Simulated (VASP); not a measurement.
The system is Si2Mo.

```xyz
3
Lattice="-1.6000 1.6000 3.9305 1.6000 -1.6000 3.9305 1.6000 1.6000 -3.9305" Properties=species:S:1:pos:R:3 pbc="T T T"
Si    0.0000    0.0000    2.6177
Si    0.0000    0.0000    5.2433
Mo    0.0000    0.0000    0.0000
```

| Item | Value |
| --- | --- |
| Program | VASP 6.6.1 |
| Task | relaxation of cell and atoms |
| Functional | PBE |
| Potentials or basis | VASP PAW PBE potentials, release 64 (Si, Mo_sv) |
| Cutoff | 600 eV |
| k mesh | 18 × 18 × 18 |
| Occupations | gaussian, width 0.1 eV |
| Spin | no spin polarisation |

At the start: pressure 2.4 GPa; volume 13.42 Å³/atom.

Task: How do energy, volume and symmetry change on relaxing?

Result: Over 7 steps the energy falls by 2.9 meV/atom and the volume is 13.59 Å³/atom (+1.3 %); space group I4/mmm (No. 139, to 0.05 Å).

The path:
| step | energy change (eV) | largest force (eV/Å) | pressure (GPa) | volume (Å³) |
| --- | --- | --- | --- | --- |
| 1 | 0.0000 | 0.2794 | 2.37 | 40.25 |
| 2 | -0.0017 | 0.0867 | -3.22 | 41.41 |
| 3 | -0.0067 | 0.1735 | -0.71 | 40.87 |
| 4 | -0.0085 | 0.0156 | 0.16 | 40.74 |
| 5 | -0.0086 | 0.0143 | 0.02 | 40.76 |
| 6 | -0.0086 | 0.0039 | 0.00 | 40.76 |
| 7 | -0.0086 | 0.0003 | 0.00 | 40.76 |

Final structure:
```xyz
3
Lattice="-1.6088 1.6088 3.9370 1.6088 -1.6088 3.9370 1.6088 1.6088 -3.9370" Properties=species:S:1:pos:R:3 pbc="T T T"
Si    0.0000    0.0000    2.6385
Si    0.0000    0.0000    5.2356
Mo    0.0000    0.0000    0.0000
```
